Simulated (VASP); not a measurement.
# Al (C2/m) in VASP: single point with PBEsol

Aim: the single point of Al with PBEsol.

Program: VASP 6.6.1. These are calculated values, not measurements. Logs are shortened: lines on timing, memory, paths and dates and some standing lists are left out, and cuts for length are marked.

## Step 1: The cell of the first run

The typed cell holds 1 atom: a = 2.868 Å, b = 2.868 Å, c = 2.817 Å, α = 90.00°, β = 59.62°, γ = 120.00°.

## Step 2: Single point, PBEsol

File INCAR:

```
  ALGO = Normal
  EDIFF = 1E-6
  ENCUT = 500
  GGA = PS
  GGA_COMPAT = F
  ISIF = 2
  ISMEAR = 0
  LASPH = T
  LCHARG = T
  LELF = T
  LREAL = F
  LVHAR = T
  LWAVE = F
  NBANDS = 8
  NELM = 120
  PREC = Accurate
  SIGMA = 0.1
```

File KPOINTS:

```
k-points
0
Gamma
  12 12 15
```

File POSCAR:

```
Al
1.0
    2.8679075060     -0.0000035215     -0.0059148403
   -1.4339568027      2.4836860382      0.0000000000
    1.4292281955      0.8251652834      2.2824731862
Al
1
Direct
    0.0000000000      0.0000000000      0.0000000000
```

Potentials or basis: VASP PAW PBE potentials, release 64 (Al).

Started as:

```
$ cat potpaw_PBE.64/Al/POTCAR > POTCAR
$ mpirun -np 1 vasp_std > vasp.out
```

OUTCAR:

```text
EDIFF = 1E-6
   ENCUT = 500
   GGA = PS
   ISIF = 2
   ISMEAR = 0
   LASPH = T
   LREAL = F
   NELM = 120
   PREC = Accurate

 ion  position               nearest neighbor table
   1  0.000  0.000  0.000-

  LATTYP: Found a base centered monoclinic cell.
 ALAT       =     4.8708066531
 B/A-ratio  =     0.5887964376
 C/A-ratio  =     0.5782629390
 COS(beta)  =    -0.5609508600

  Lattice vectors:

 A1 = (   1.4386793105,  -0.8251688049,  -2.2883880265)
 A2 = (   0.0047225078,   1.6585172333,  -2.2883880265)
 A3 = (   1.4292281955,   0.8251652834,   2.2824731862)

Analysis of symmetry for initial positions (statically):
=====================================================================
 Subroutine PRICEL returns:
 Original cell was already a primitive cell.

 Routine SETGRP: Setting up the symmetry group for a
 base centered monoclinic supercell.

 Subroutine GETGRP returns: Found  4 space group operations
 (whereof  4 operations were pure point group operations)
 out of a pool of  4 trial point group operations.

The static configuration has the point symmetry C_2h.

Analysis of symmetry for dynamics (positions and initial velocities):
=====================================================================
 Subroutine PRICEL returns:
 Original cell was already a primitive cell.

 Routine SETGRP: Setting up the symmetry group for a
 base centered monoclinic supercell.

 Subroutine GETGRP returns: Found  4 space group operations
 (whereof  4 operations were pure point group operations)
 out of a pool of  4 trial point group operations.

The dynamic configuration has the point symmetry C_2h.

 Subroutine INISYM returns: Found  4 space group operations
 (whereof  4 operations are pure point group operations),
 and found     1 'primitive' translations

----------------------------------------------------------------------------------------

                                     Primitive cell

  volume of cell :      16.2860

  direct lattice vectors                    reciprocal lattice vectors
     2.867907506 -0.000003522 -0.005914840     0.348087149  0.200968209 -0.290618072
    -1.433956803  2.483686038  0.000000000    -0.000299195  0.402454639 -0.145309036
     1.429228195  0.825165283  2.282473186     0.000902039  0.000520792  0.437368135

  length of vectors
     2.867913605  2.867913605  2.816606970     0.495995714  0.427883795  0.437369375

[... 73 lines left out ...]
   LNONCOLLINEAR =      F non collinear calculations
   LSORBIT =      F    spin-orbit coupling
   LASPH  =      T    aspherical Exc in radial PAW
   ENCUT  =  500.0 eV  36.75 Ry    6.06 a.u.   5.23  5.23  5.14*2*pi/ulx,y,z
   NELM   =    120;   NELMIN=  2; NELMDL= -5     # of ELM steps
   EDIFF  = 0.1E-05   stopping-criterion for ELM
   LREAL  =      F    real-space projection
   EDIFFG = 0.1E-04   stopping-criterion for IOM
   NSW    =      0    number of steps for IOM
   IBRION =     -1    ionic relax: 0-MD 1-quasi-New 2-CG
   NFREE  =      0    steps in history (QN), initial steepest desc. (CG)
   ISIF   =      2    stress and relaxation
   ISYM   =      2    0-nonsym 1-usesym 2-fastsym
   POTIM  = 0.5000    time-step for ionic-motion
   TEBEG  =    0.0;   TEEND  =   0.0 temperature during run
   PSTRESS=    0.0 pullay stress
   NELECT =       3.0000    total number of electrons
   NUPDOWN=      -1.0000    fix difference up-down
   EMIN   =  10.00;   EMAX   =-10.00  energy-range for DOS
   EFERMI =   0.00;   METHOD = LEGACY
   ISMEAR =     0;   SIGMA  =   0.10  broadening in eV -4-tet -1-fermi 0-gaus
   EFERMI_NEDOS =   21; number of points for ismear=-14 and -15
   IALGO  =     38    algorithm
   IMIX   =      4    mixing-type and parameters
     AMIX     =   0.40;   BMIX     =  1.00
     AMIX_MAG =   1.60;   BMIX_MAG =  1.00
  volume/ion in A,a.u.               =      16.29       109.90
  Fermi-wavevector in a.u.,A,eV,Ry     =   0.931488  1.760256 11.805358  0.867669
  Thomas-Fermi vector in A             =   2.057986
   LORBIT       =      0    0 simple, 1 ext, 2 COOP (PROOUT), +10 PAW based schemes
   GGA     = PS    functional components
   LHFCALC =     F    Hartree Fock is set to
   AEXX    =    0.0000 exact exchange contribution
   IVDW    =     0    specifies the selected vdW correction
   LEPSILON=     F    determine dielectric tensor
   LRPA    =     F    only Hartree local field effects (RPA)
 non-spin polarized calculation
 Gauss-broadening in eV      SIGMA  =   0.10
  energy-cutoff  :      500.00
  volume of cell :       16.29
 maximum number of plane-waves:       425
 NGX is ok and might be reduce to    24
   NGX = 11   NGY = 11   NGZ = 11

 number of electron       3.0000000 magnetization

 Free energy of the ion-electron system (eV)
  ---------------------------------------------------
  ext. energy  EPLUGINS =         0.00000000
  ---------------------------------------------------
  free energy    TOTEN  =        -4.10079725 eV

  energy without entropy =       -4.09937597  energy(sigma->0) =       -4.10008661

 E-fermi :   8.1054     XC(G=0): -10.3041

 val. band max:        8.0950085868   @ k =   0.4167   0.4167   0.3333
 cond. band min:       8.1178052646   @ k =   0.1667   0.2500   0.0000
 fundamental gap:      0.0227966777
 Fermi energy:         8.1053618417

 k-point     1 :       0.0000    0.0000    0.0000
  band No.  band energies     occupation
      1      -3.1342      2.00000
      2      20.4779      0.00000
      3      20.5208      0.00000
      4      21.2556      0.00000
      5      22.0274      0.00000
      6      22.1130      0.00000
      7      22.7706      0.00000
      8      24.8122      0.00000
[... 243 lines left out ...]
 k-point    24 :       0.2500    0.2500    0.0000
  band No.  band energies     occupation
      1       2.9661      2.00000
      2       7.1715      2.00000
      3      11.6839      0.00000
      4      15.5443      0.00000
      5      17.1668      0.00000
      6      23.9521      0.00000
      7      27.0323      0.00000
      8      29.9953      0.00000

 [... further k-points ...]
[... 5 lines left out ...]
  --------------------------------------------------------------------------------------
  -------------------------------------------------------------------------------------
  Total       -0.0499274     -0.0660783      0.0053229      0.0139871      0.0022830      0.0039542
  in kB       -4.9117353     -6.5006220      0.5236589      1.3760162      0.2245930      0.3890065
  external PRESSURE =      -3.6295662 kB  Pullay stress =       0.0000000 kB

 VOLUME and BASIS-vectors are now :
 -----------------------------------------------------------------------------
  energy-cutoff  :      500.00
  volume of cell :       16.29
      direct lattice vectors                 reciprocal lattice vectors
     2.867907506 -0.000003522 -0.005914840     0.348087149  0.200968209 -0.290618072
    -1.433956803  2.483686038  0.000000000    -0.000299195  0.402454639 -0.145309036
     1.429228195  0.825165283  2.282473186     0.000902039  0.000520792  0.437368135

 POSITION                                       TOTAL-FORCE (eV/Angst)
 -----------------------------------------------------------------------------------
      0.00000      0.00000      0.00000        -0.000000     -0.000000      0.000000
 -----------------------------------------------------------------------------------
    total drift:                                0.000000      0.000000     -0.000000

  FREE ENERGIE OF THE ION-ELECTRON SYSTEM (eV)
  ---------------------------------------------------
  free  energy   TOTEN  =        -4.1007972500 eV

  energy  without entropy=       -4.0993759741  energy(sigma->0) =       -4.10008661
```

OSZICAR:

```text
N       E                     dE             d eps       ncg     rms          rms(c)
DAV:   1    -0.274160829102E+01   -0.27416E+01   -0.82970E+02  9448   0.195E+02
DAV:   2    -0.412247019494E+01   -0.13809E+01   -0.13433E+01 13048   0.185E+01
DAV:   3    -0.412933373144E+01   -0.68635E-02   -0.68614E-02 12128   0.146E+00
DAV:   4    -0.412934930018E+01   -0.15569E-04   -0.15568E-04 14608   0.606E-02
DAV:   5    -0.412934934238E+01   -0.42203E-07   -0.42764E-07 12392   0.183E-03    0.142E+00
DAV:   6    -0.411232028138E+01    0.17029E-01   -0.21245E-03 12608   0.192E-01    0.804E-01
DAV:   7    -0.410081394937E+01    0.11506E-01   -0.58223E-03 12312   0.307E-01    0.170E-01
DAV:   8    -0.410079796321E+01    0.15986E-04   -0.21032E-05 13768   0.306E-02    0.104E-02
DAV:   9    -0.410079725002E+01    0.71318E-06   -0.34489E-07 13048   0.269E-03
   1 F= -.41007973E+01 E0= -.41000866E+01  d E =-.142128E-02
```

stdout:

```text
POSCAR found type information on POSCAR Al
 POSCAR found :  1 types and       1 ions
 scaLAPACK will be used
 -----------------------------------------------------------------------------
|                                                                             |
|                                                                             |
|     You enforced a specific xc type in the INCAR file but a different       |
|     I HOPE YOU KNOW WHAT YOU ARE DOING!                                     |
|                                                                             |
 -----------------------------------------------------------------------------

 LDA part: xc-table for (Slater+PW92), standard interpolation
 POSCAR, INCAR and KPOINTS ok, starting setup
 FFT: planning ... GRIDC
 FFT: planning ... GRID_SOFT
 FFT: planning ... GRID
 WAVECAR not read
 entering main loop
```

Wall time 32 s (1 thread of Intel Xeon Platinum 8488C (Sapphire Rapids), shared host); peak memory 0.18 GiB.

What came out:

```yaml
Free_energy: -4.1008 eV
Pressure: -0.4 GPa
```

Levels at points of the mesh, in eV from the Fermi level:
| k point | band 1 | band 2 | band 3 | band 4 |
| --- | --- | --- | --- | --- |
| (0.00, 0.00, 0.00) | -11.24 | 12.37 | 12.42 | 13.15 |
| (0.50, 0.00, 0.00) | -3.00 | -1.68 | 5.24 | 5.34 |
| (0.00, 0.50, 0.00) | -4.71 | -4.52 | 11.29 | 11.50 |

Caveat: the PAW data sets were made with another functional, which shifts forces and pressure a little.
